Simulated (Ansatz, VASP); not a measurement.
# One calculation of MoN2, two programs

The input INCAR:

```
ALGO = Normal
EDIFF = 1E-6
ENCUT = 520
GGA = PE
ISIF = 2
ISMEAR = 0
LASPH = T
LCHARG = T
LELF = T
LREAL = F
LVHAR = T
LWAVE = F
NBANDS = 33
NELM = 100
PREC = Accurate
SIGMA = 0.15
```

Contents of KPOINTS:

```
k-points
0
Gamma
  12 12 18
```

File POSCAR:

```
MoN2
1.0
    4.3330619473      0.0000000000      0.0000000000
    0.0000000000      4.3330619473      0.0000000000
    0.0000000000      0.0000000000      2.7518917152
Mo N
2 4
Direct
    0.5000000000      0.5000000000      0.0000000000
    0.0000000000      0.0000000000      0.0000000000
    0.8879039728      0.3879039728      0.6362698968
    0.1120960272      0.6120960272      0.6362698968
    0.3879039728      0.1120960272      0.6362698968
    0.6120960272      0.8879039728      0.6362698968
```

Input for Ansatz:

```yaml
crystal:
  lattice:
    - [4.3330619473, 0.0, 0.0]
    - [0.0, 4.3330619473, 0.0]
    - [0.0, 0.0, 2.7518917152]
  atoms:
    - { symbol: Mo, position: [0.5, 0.5, 0.0] }
    - { symbol: Mo, position: [0.0, 0.0, 0.0] }
    - { symbol: "N", position: [0.8879039728, 0.3879039728, 0.6362698968] }
    - { symbol: "N", position: [0.1120960272, 0.6120960272, 0.6362698968] }
    - { symbol: "N", position: [0.3879039728, 0.1120960272, 0.6362698968] }
    - { symbol: "N", position: [0.6120960272, 0.8879039728, 0.6362698968] }
basis:
  ecutwfc: 420
kpoints:
  mp_grid: { grid: [12, 12, 18] }
hamiltonian:
  xc: pbe
scf:
  occupations: { method: gaussian, width: 0.15 }
output:
  forces: true
  stress: true
  eigenvalues: true
```

Change from the starting cell: all N atoms moved +0.375 Å, as atom 3 along Cartesian [0 0 1].

Alike in both runs: task single point; functional PBE; k mesh 12 × 12 × 18; occupations gaussian, width 0.15 eV; no spin polarisation.

|  | VASP | Ansatz |
| --- | --- | --- |
| version | VASP 6.6.1 | Ansatz 0.2.0 |
| potentials or method | VASP PAW PBE potentials, release 64 (Mo_sv, N), cutoff 520 eV | scalar-relativistic, plane waves, PAW |
| valence electrons in the cell | 48 | 48 |

|  | VASP | Ansatz | Ansatz less VASP |
| --- | --- | --- | --- |
| gap on the k mesh at the Fermi level (eV) | none | none | - |
| pressure (GPa) | 23.0 | 22.4 | -0.63 |
| traceless stress, the component that is largest in VASP (GPa) | -1.32 | -1.02 | +0.304 |
| rms of the force components (eV/Å) | 1.382 | 1.381 | -0.0013 |

Atom by atom the forces differ by 0.036 eV/Å (rms over components). A gap of «none» marks a metal or a gap that the smearing closes.
